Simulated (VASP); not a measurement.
A run of VASP 6.6.1 is set up as follows.

POSCAR

```
CaO
1.0
    2.9032089656      0.0000000000      0.0000000000
    0.0000000000      2.9032089656      0.0000000000
    0.0000000000      0.0000000000      2.9032089656
Ca O
1 1
Direct
    0.0000000000      0.0000000000      0.0000000000
    0.5000000000      0.5000000000      0.5000000000
```

The input INCAR.step1:

```
SYSTEM = CaO
  PREC = Accurate
  ENCUT = 520
  ISMEAR = 0
  SIGMA = 0.01
  LREAL = .False.
  LASPH = .True.
  NELM = 80
  NBANDS = 15
  GGA = PE
  ALGO = Normal
  EDIFF = 1E-4
  LWAVE = .True.
  LCHARG = .False.
```

INCAR.step2

```
SYSTEM = CaO
  PREC = Accurate
  ENCUT = 520
  EDIFF = 1E-7
  ISMEAR = 0
  SIGMA = 0.01
  LREAL = .False.
  LASPH = .True.
  NELM = 80
  ALGO = Normal
  ISIF = 2
  LWAVE = .False.
  LCHARG = .False.
  METAGGA = R2SCAN
  LMIXTAU = .True.
  NBANDS = 15
  ISTART = 1
```

The input KPOINTS:

```
Automatic mesh
0
Gamma
  8 8 8
  0 0 0
```

Potentials or basis: VASP PAW PBE potentials, release 64 (Ca_sv, O).

Command:

```console
$ cat potpaw_PBE.64/Ca_sv/POTCAR potpaw_PBE.64/O/POTCAR > POTCAR
$ cp INCAR.step1 INCAR
$ mpirun -np 1 vasp_std > vasp.out
$ cp INCAR.step2 INCAR
$ mpirun -np 1 vasp_std > vasp.out
```

Problem. Predict the band gap on the k mesh.

Solution. 3.28 eV, indirect (least direct gap 3.58 eV).

Problem. Predict the pressure.

Solution. 1.0 GPa.

Caveat: the PAW data sets were made with another functional, which shifts forces and pressure a little. r2SCAN opens gaps a little over a GGA but as a rule still falls short of measured ones.
